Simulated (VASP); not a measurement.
# SbPt (P6_3/mmc) in VASP: further runs

The runs below take SbPt through electric field gradients, with LDA.

All numbers are computed with VASP 6.6.1; they aren't measurements. Logs are shortened: lines on timing, memory, paths and dates and some standing lists are left out, and cuts for length are marked.

### 1 The cell of the first run

It takes space group P6_3/mmc (No. 194, hexagonal). Conventional cell: a = 4.130 Å, b = 4.130 Å, c = 5.472 Å, α = 90.00°, β = 90.00°, γ = 120.00°. Within 3.7 Å of Sb (site symmetry -6m2) lie 6 Pt at 2.75 Å and 6 Sb at 3.63 Å. Within 3.6 Å of Pt (site symmetry -3m) lie 2 Pt at 2.74 Å and 6 Sb at 2.75 Å.

### 2 Electric field gradients, LDA

The input, INCAR:

```
SYSTEM = SbPt
PREC = Accurate
ENCUT = 430
EDIFF = 1E-8
ISMEAR = -1
SIGMA = 0.08
LREAL = .FALSE.
LASPH = .TRUE.
NELM = 120
ALGO = Normal
ISIF = 2
LWAVE = .FALSE.
LCHARG = .FALSE.
GGA = CA
LEFG = .TRUE.
NBANDS = 41
GGA_COMPAT = .FALSE.
```

The input, KPOINTS:

```
Automatic mesh
0
G
  11 11 8
  0 0 0
```

The input, POSCAR:

```
SbPt
1.0
    4.1299978706      0.0000000000      0.0000000000
   -2.0649989353      3.5766830735      0.0000000000
    0.0000000000      0.0000000000      5.4720000000
Sb Pt
2 2
Direct
    0.3333333333      0.6666666667      0.2500000000
    0.6666666667      0.3333333333      0.7500000000
    0.0000000000      0.0000000000      0.0000000000
    0.0000000000      0.0000000000      0.5000000000
```

Potentials or basis: VASP PAW LDA potentials, release 64 (Sb_d_GW, Pt_sv_GW).

Command:

```
> cat potpaw_LDA.64/Sb_d_GW/POTCAR potpaw_LDA.64/Pt_sv_GW/POTCAR > POTCAR
> mpirun -np 1 vasp_std > vasp.out
```

OUTCAR:

```text
SYSTEM = SbPt
   PREC = Accurate
   ENCUT = 430
   EDIFF = 1E-8
   ISMEAR = -1
   LREAL = .FALSE.
   LASPH = .TRUE.
   NELM = 120
   ISIF = 2
   GGA = CA

 ion  position               nearest neighbor table
   1  0.333  0.667  0.250-   3 2.75   4 2.75   3 2.75   4 2.75   3 2.75   4 2.75
   2  0.667  0.333  0.750-   3 2.75   4 2.75   3 2.75   4 2.75   3 2.75   4 2.75
   3  0.000  0.000  0.000-   4 2.74   4 2.74   1 2.75   2 2.75   1 2.75   2 2.75   2 2.75   1 2.75

   4  0.000  0.000  0.500-   3 2.74   3 2.74   1 2.75   2 2.75   1 2.75   2 2.75   2 2.75   1 2.75

  LATTYP: Found a hexagonal cell.
 ALAT       =     4.1299978706
 C/A-ratio  =     1.3249401504

  Lattice vectors:

 A1 = (   4.1299978706,   0.0000000000,   0.0000000000)
 A2 = (  -2.0649989353,   3.5766830735,   0.0000000000)
 A3 = (   0.0000000000,   0.0000000000,   5.4720000000)

Analysis of symmetry for initial positions (statically):
=====================================================================
 Subroutine PRICEL returns:
 Original cell was already a primitive cell.

 Routine SETGRP: Setting up the symmetry group for a
 hexagonal supercell.

 Subroutine GETGRP returns: Found 24 space group operations
 (whereof 12 operations were pure point group operations)
 out of a pool of 24 trial point group operations.

The static configuration has the point symmetry D_3d.
 The point group associated with its full space group is D_6h.

Analysis of symmetry for dynamics (positions and initial velocities):
=====================================================================
 Subroutine PRICEL returns:
 Original cell was already a primitive cell.

 Routine SETGRP: Setting up the symmetry group for a
 hexagonal supercell.

 Subroutine GETGRP returns: Found 24 space group operations
 (whereof 12 operations were pure point group operations)
 out of a pool of 24 trial point group operations.

The dynamic configuration has the point symmetry D_3d.
 The point group associated with its full space group is D_6h.

 Subroutine INISYM returns: Found 24 space group operations
 (whereof 12 operations are pure point group operations),
 and found     1 'primitive' translations

----------------------------------------------------------------------------------------

                                     Primitive cell

  volume of cell :      80.8307

  direct lattice vectors                    reciprocal lattice vectors
     4.129997871  0.000000000  0.000000000     0.242130875  0.139794326  0.000000000
    -2.064998935  3.576683073  0.000000000     0.000000000  0.279588652  0.000000000
     0.000000000  0.000000000  5.472000000     0.000000000  0.000000000  0.182748538

  length of vectors
     4.129997871  4.129997871  5.472000000     0.279588652  0.279588652  0.182748538

  position of ions in fractional coordinates (direct lattice)
     0.333333333  0.666666667  0.250000000
     0.666666667  0.333333333  0.750000000
     0.000000000  0.000000000  0.000000000
     0.000000000  0.000000000  0.500000000

  ion indices of the primitive-cell ions
   primitive index   ion index
                 1           1
                 2           2
                 3           3
                 4           4

----------------------------------------------------------------------------------------

 KPOINTS: Automatic mesh

Automatic generation of k-mesh.
 Grid dimensions read from file:
 generate k-points for:   11   11    8

 Generating k-lattice:

  Cartesian coordinates                     Fractional coordinates (reciprocal lattice)
     0.022011898  0.012708575  0.000000000     0.090909091  0.000000000  0.000000000
[... 42 lines left out ...]
   number of dos      NEDOS =    301   number of ions     NIONS =      4
   total plane-waves  NPLWV =  31360
   dimension x,y,z NGX =    28 NGY =   28 NGZ =   40
   dimension x,y,z NGXF=    56 NGYF=   56 NGZF=   80
   ions per type =               2   2
   NGX,Y,Z   is equivalent  to a cutoff of  11.27, 11.27, 12.15 a.u.
   NGXF,Y,Z  is equivalent  to a cutoff of  22.54, 22.54, 24.30 a.u.
 SYSTEM =  SbPt
   PREC   = accura    normal or accurate (medium, high low for compatibility)
   ISTART =      0    job   : 0-new  1-cont  2-samecut
   ICHARG =      2    charge: 1-file 2-atom 10-const
   ISPIN  =      1    spin polarized calculation?
   LNONCOLLINEAR =      F non collinear calculations
   LSORBIT =      F    spin-orbit coupling
   LASPH  =      T    aspherical Exc in radial PAW
   ENCUT  =  430.0 eV  31.60 Ry    5.62 a.u.   6.98  6.98  9.25*2*pi/ulx,y,z
   NELM   =    120;   NELMIN=  2; NELMDL= -5     # of ELM steps
   EDIFF  = 0.1E-07   stopping-criterion for ELM
   LREAL  =      F    real-space projection
   EDIFFG = 0.1E-06   stopping-criterion for IOM
   NSW    =      0    number of steps for IOM
   IBRION =     -1    ionic relax: 0-MD 1-quasi-New 2-CG
   NFREE  =      0    steps in history (QN), initial steepest desc. (CG)
   ISIF   =      2    stress and relaxation
   ISYM   =      2    0-nonsym 1-usesym 2-fastsym
   POTIM  = 0.5000    time-step for ionic-motion
   TEBEG  =    0.0;   TEEND  =   0.0 temperature during run
   PSTRESS=    0.0 pullay stress
   NELECT =      66.0000    total number of electrons
   NUPDOWN=      -1.0000    fix difference up-down
   EMIN   =  10.00;   EMAX   =-10.00  energy-range for DOS
   EFERMI =   0.00;   METHOD = LEGACY
   ISMEAR =    -1;   SIGMA  =   0.08  broadening in eV -4-tet -1-fermi 0-gaus
   EFERMI_NEDOS =   21; number of points for ismear=-14 and -15
   IALGO  =     38    algorithm
   IMIX   =      4    mixing-type and parameters
     AMIX     =   0.40;   BMIX     =  1.00
     AMIX_MAG =   1.60;   BMIX_MAG =  1.00
  volume/ion in A,a.u.               =      20.21       136.37
  Fermi-wavevector in a.u.,A,eV,Ry     =   1.530138  2.891542 31.855636  2.341323
  Thomas-Fermi vector in A             =   2.637663
   LORBIT       =      0    0 simple, 1 ext, 2 COOP (PROOUT), +10 PAW based schemes
   GGA     = CA    functional components
   LHFCALC =     F    Hartree Fock is set to
   AEXX    =    0.0000 exact exchange contribution
   IVDW    =     0    specifies the selected vdW correction
   LEPSILON=     F    determine dielectric tensor
   LRPA    =     F    only Hartree local field effects (RPA)
 non-spin polarized calculation
  energy-cutoff  :      430.00
  volume of cell :       80.83
 maximum number of plane-waves:      1652
 NGX is ok and might be reduce to    28
   NGX = 13   NGY = 13   NGZ = 19

 number of electron      65.9999987 magnetization

 Free energy of the ion-electron system (eV)
  ---------------------------------------------------
  ext. energy  EPLUGINS =         0.00000000
  ---------------------------------------------------
  free energy    TOTEN  =       -25.91477614 eV

  energy without entropy =      -25.87303954  energy(sigma->0) =      -25.89390784

 E-fermi :   8.3528     XC(G=0): -12.2385

 val. band max:        8.3219665986   @ k =   0.1818   0.1818   0.3750
 cond. band min:       8.3567756666   @ k =   0.2727   0.0909   0.5000
 fundamental gap:      0.0348090680
 Fermi energy:         8.3527888908

 k-point     1 :       0.0000    0.0000    0.0000
  band No.  band energies     occupation
      1     -90.1644      2.00000
      2     -90.1504      2.00000
      3     -44.9054      2.00000
      4     -44.6736      2.00000
      5     -44.6736      2.00000
      6     -44.6444      2.00000
[... 1045 lines left out ...]
     40      15.0110      0.00000
     41      16.0096      0.00000

 [... further k-points ...]

------------------------ aborting loop because EDIFF is reached ----------------------------------------

  FORCE on cell =-STRESS in cart. coord.  units (eV):
  Direction    XX          YY          ZZ          XY          YZ          ZX
  --------------------------------------------------------------------------------------
  -------------------------------------------------------------------------------------
  Total       -0.4868083     -0.4868083     -1.0342426     -0.0000000      0.0000000      0.0000000
  in kB       -9.6492201     -9.6492201    -20.5001316     -0.0000000      0.0000000      0.0000000
  external PRESSURE =     -13.2661906 kB  Pullay stress =       0.0000000 kB

 VOLUME and BASIS-vectors are now :
 -----------------------------------------------------------------------------
  energy-cutoff  :      430.00
  volume of cell :       80.83
      direct lattice vectors                 reciprocal lattice vectors
     4.129997871  0.000000000  0.000000000     0.242130875  0.139794326  0.000000000
    -2.064998935  3.576683073  0.000000000     0.000000000  0.279588652  0.000000000
     0.000000000  0.000000000  5.472000000     0.000000000  0.000000000  0.182748538

 POSITION                                       TOTAL-FORCE (eV/Angst)
 -----------------------------------------------------------------------------------
     -0.00000      2.38446      1.36800         0.000000     -0.000000      0.000000
      2.06500      1.19223      4.10400        -0.000000      0.000000      0.000000
      0.00000      0.00000      0.00000         0.000000      0.000000      0.000000
      0.00000      0.00000      2.73600        -0.000000      0.000000      0.000000
 -----------------------------------------------------------------------------------
    total drift:                               -0.000000     -0.000000      0.000000

  FREE ENERGIE OF THE ION-ELECTRON SYSTEM (eV)
  ---------------------------------------------------
  free  energy   TOTEN  =       -25.9147761436 eV

  energy  without entropy=      -25.8730395424  energy(sigma->0) =      -25.89390784

 Electric field gradients (V/A^2)
---------------------------------------------------------------------
 ion       V_xx      V_yy      V_zz      V_xy      V_xz      V_yz
---------------------------------------------------------------------
   1      -8.554    -8.549    17.103     0.004    -0.000    -0.000
   2      -8.554    -8.549    17.103     0.004     0.000     0.000
   3      53.688    53.688  -107.376     0.001     0.000    -0.000
   4      53.688    53.688  -107.376     0.001    -0.000     0.000
---------------------------------------------------------------------

 Electric field gradients after diagonalization (V/A^2)
 (convention: |V_zz| > |V_xx| > |V_yy|)
----------------------------------------------------------------------
 ion       V_xx      V_yy      V_zz     asymmetry (V_yy - V_xx)/ V_zz
----------------------------------------------------------------------
   1      -8.556    -8.546    17.103       0.001
   2      -8.556    -8.546    17.103       0.001
   3      53.689    53.687  -107.376       0.000
   4      53.689    53.687  -107.376       0.000
----------------------------------------------------------------------

           NMR quadrupolar parameters

 Cq : quadrupolar parameter    Cq=e*Q*V_zz/h
 eta: asymmetry parameters     (V_yy - V_xx)/ V_zz
 Q  : nuclear electric quadrupole moment in mb (millibarn)
----------------------------------------------------------------------
 ion       Cq(MHz)       eta       Q (mb)
----------------------------------------------------------------------
   1       0.041       0.001       1.000
   2       0.041       0.001       1.000
   3      -0.260       0.000       1.000
   4      -0.260       0.000       1.000
----------------------------------------------------------------------
```

Run time: 2.6 min. Hardware: 1 thread of Intel Xeon Platinum 8488C (Sapphire Rapids), shared host; peak memory 0.3 GiB.

Results:

| Quantity | Value |
| --- | --- |
| Free energy | -25.9148 eV |
| Pressure | -1.3 GPa |
| Band gap on the k mesh | zero (bands 33 and 34 overlap by 3.97 eV) |
| Largest electric field gradient by atom | Sb +17.1; Pt -107.4 V/Å² |

Stress tensor (GPa, compression positive):
```
-0.96  0.00  0.00
 0.00 -0.96  0.00
 0.00  0.00 -2.05
```

Electric field gradients, principal values (V/Å²):
```
atom   least  middle  greatest (by size)
1 Sb  -8.546  -8.556              17.103
2 Sb  -8.546  -8.556              17.103
3 Pt  53.687  53.689            -107.376
4 Pt  53.687  53.689            -107.376
```

Caveat: without QUAD_EFG the Cq values of the log hold for a quadrupole moment of 1 mb, not for the nuclei; spin-orbit coupling is left out, which moves the levels of the heavy elements.

### 3 Electric field gradients, LDA (19.40 Å³/atom)

This run uses another cell than the first one, of 19.40 Å³/atom.

The input, INCAR:

```
PREC     = Accurate       # precision mode
ENCUT    = 430            # plane-wave cutoff, eV
EDIFF    = 1E-8           # SCF threshold, eV
ISMEAR   = -1             # smearing method
SIGMA    = 0.08           # smearing width, eV
LREAL    = False          # projectors in reciprocal space
LASPH    = True           # aspherical terms in the spheres
NELM     = 120            # most SCF steps
ALGO     = Normal         # electronic algorithm
ISIF     = 2              # what is computed and relaxed
LWAVE    = False          # write WAVECAR
LCHARG   = False          # write CHGCAR
LEFG     = True         
NBANDS   = 41             # bands
GGA_COMPAT= False
```

The input, KPOINTS:

```
Automatic mesh
0
Gamma
  11 11 8
```

The input, POSCAR:

```
SbPt
1.0
    4.0741802462      0.0000000000      0.0000000000
   -2.0370901231      3.5283435928      0.0000000000
    0.0000000000      0.0000000000      5.3980449883
Sb Pt
2 2
Direct
    0.3333333333      0.6666666667      0.2500000000
    0.6666666667      0.3333333333      0.7500000000
    0.0000000000      0.0000000000      0.0000000000
    0.0000000000      0.0000000000      0.5000000000
```

Potentials or basis: VASP PAW LDA potentials, release 64 (Sb_d_GW, Pt_sv_GW).

Command:

```
> cat potpaw_LDA.64/Sb_d_GW/POTCAR potpaw_LDA.64/Pt_sv_GW/POTCAR > POTCAR
> mpirun -np 1 vasp_std > vasp.out
```

OUTCAR:

```text
PREC = Accurate
   ENCUT = 430
   EDIFF = 1E-8
   ISMEAR = -1
   LREAL = False
   LASPH = True
   NELM = 120
   ISIF = 2

 ion  position               nearest neighbor table
   1  0.333  0.667  0.250-   3 2.71   4 2.71   3 2.71   4 2.71   3 2.71   4 2.71
   2  0.667  0.333  0.750-   3 2.71   4 2.71   3 2.71   4 2.71   3 2.71   4 2.71
   3  0.000  0.000  0.000-   4 2.70   4 2.70   1 2.71   2 2.71   1 2.71   2 2.71   2 2.71   1 2.71

   4  0.000  0.000  0.500-   3 2.70   3 2.70   1 2.71   2 2.71   1 2.71   2 2.71   2 2.71   1 2.71

  LATTYP: Found a hexagonal cell.
 ALAT       =     4.0741802462
 C/A-ratio  =     1.3249401504

  Lattice vectors:

 A1 = (   4.0741802462,   0.0000000000,   0.0000000000)
 A2 = (  -2.0370901231,   3.5283435928,   0.0000000000)
 A3 = (   0.0000000000,   0.0000000000,   5.3980449883)

Analysis of symmetry for initial positions (statically):
=====================================================================
 Subroutine PRICEL returns:
 Original cell was already a primitive cell.

 Routine SETGRP: Setting up the symmetry group for a
 hexagonal supercell.
[... 1260 lines left out ...]
      2.03709      1.17611      4.04853         0.000000     -0.000000      0.000000
      0.00000      0.00000      0.00000         0.000000      0.000000      0.000000
      0.00000      0.00000      2.69902         0.000000      0.000000      0.000000
 -----------------------------------------------------------------------------------
    total drift:                               -0.000000      0.000000      0.000000

  FREE ENERGIE OF THE ION-ELECTRON SYSTEM (eV)
  ---------------------------------------------------
  free  energy   TOTEN  =       -25.8399346010 eV

  energy  without entropy=      -25.7994654361  energy(sigma->0) =      -25.81970002

 Electric field gradients (V/A^2)
---------------------------------------------------------------------
 ion       V_xx      V_yy      V_zz      V_xy      V_xz      V_yz
---------------------------------------------------------------------
   1     -10.648   -10.643    21.291     0.004    -0.000     0.000
   2     -10.648   -10.643    21.291     0.004     0.000    -0.000
   3      54.758    54.759  -109.517     0.001    -0.000     0.000
   4      54.758    54.759  -109.517     0.001     0.000    -0.000
---------------------------------------------------------------------

 Electric field gradients after diagonalization (V/A^2)
 (convention: |V_zz| > |V_xx| > |V_yy|)
----------------------------------------------------------------------
 ion       V_xx      V_yy      V_zz     asymmetry (V_yy - V_xx)/ V_zz
----------------------------------------------------------------------
   1     -10.650   -10.641    21.291       0.000
   2     -10.650   -10.641    21.291       0.000
   3      54.759    54.758  -109.517       0.000
   4      54.759    54.758  -109.517       0.000
----------------------------------------------------------------------

           NMR quadrupolar parameters

 Cq : quadrupolar parameter    Cq=e*Q*V_zz/h
 eta: asymmetry parameters     (V_yy - V_xx)/ V_zz
 Q  : nuclear electric quadrupole moment in mb (millibarn)
----------------------------------------------------------------------
 ion       Cq(MHz)       eta       Q (mb)
----------------------------------------------------------------------
   1       0.051       0.000       1.000
   2       0.051       0.000       1.000
   3      -0.265       0.000       1.000
   4      -0.265       0.000       1.000
----------------------------------------------------------------------
```

It took 5.2 min on 1 thread of Intel Xeon Platinum 8259CL at 2.50GHz (Skylake/Cascade Lake), shared host; peak memory 0.3 GiB.

What came out:

- Free energy: -25.8399 eV
- Pressure: 5.4 GPa
- Band gap on the k mesh: zero (bands 33 and 34 overlap by 4.16 eV)
- Largest electric field gradient by atom: Sb +21.3; Pt -109.5 V/Å²

Electric field gradients, principal values (V/Å²):
```
atom    least   middle  greatest (by size)
1 Sb  -10.641  -10.650              21.291
2 Sb  -10.641  -10.650              21.291
3 Pt   54.758   54.759            -109.517
4 Pt   54.758   54.759            -109.517
```

Caveat: the cell stands under pressure; without QUAD_EFG the Cq values of the log hold for a quadrupole moment of 1 mb, not for the nuclei; spin-orbit coupling is left out, which moves the levels of the heavy elements.

[end of part 1 of 2]

The gap in the log of VASP goes by the Fermi energy; the results here count the filled bands.